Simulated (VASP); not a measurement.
Zr3AlN4:

```
CELL_PARAMETERS angstrom
4.75482 0.00000 0.00000
0.00000 4.75482 0.00000
0.00000 0.00000 4.75482
ATOMIC_POSITIONS crystal
Zr 0.00000 0.50000 0.50000
Zr 0.50000 0.00000 0.50000
Zr 0.50000 0.50000 0.00000
Al 0.00000 0.00000 0.00000
N 0.25000 0.25000 0.75000
N 0.25000 0.75000 0.25000
N 0.75000 0.25000 0.25000
N 0.75000 0.75000 0.75000
```

* Program: VASP 6.6.1
* Task: relaxation of cell and atoms
* Functional: PBE
* Potentials or basis: VASP PAW PBE potentials, release 64 (Zr_sv, Al, N)
* Cutoff: 600 eV
* k mesh: 4 × 4 × 4
* Occupations: gaussian, width 0.1 eV
* Spin: no spin polarisation

At the start: pressure 16.7 GPa; volume 13.44 Å³/atom.

Task: How do energy, volume and symmetry change on relaxing?

Result: Over 6 steps the energy falls by 133.3 meV/atom and the volume is 14.21 Å³/atom (+5.7 %); space group P-43m (No. 215, to 0.1 Å) before and after.

Step by step:
```tsv
step	energy change (eV)	largest force (eV/Å)	pressure (GPa)	volume (Å³)
1	0.0000	2.5185	16.66	107.50
2	0.0207	0.1176	-18.21	130.74
3	-0.8029	1.0485	-4.28	118.26
4	-0.8038	1.0938	-3.68	117.86
5	-1.0349	0.4326	-1.42	115.05
6	-1.0664	0.0140	0.04	113.66
```

Final structure:
```
Zr Al N
1.0
     4.84401    0.00000    0.00000
     0.00000    4.84401    0.00000
     0.00000    0.00000    4.84401
Zr Al N
3 1 4
Direct
  0.00000 0.50000 0.50000
  0.50000 0.00000 0.50000
  0.50000 0.50000 0.00000
  0.00000 0.00000 0.00000
  0.23227 0.23227 0.76773
  0.23227 0.76773 0.23227
  0.76773 0.23227 0.23227
  0.76773 0.76773 0.76773
```
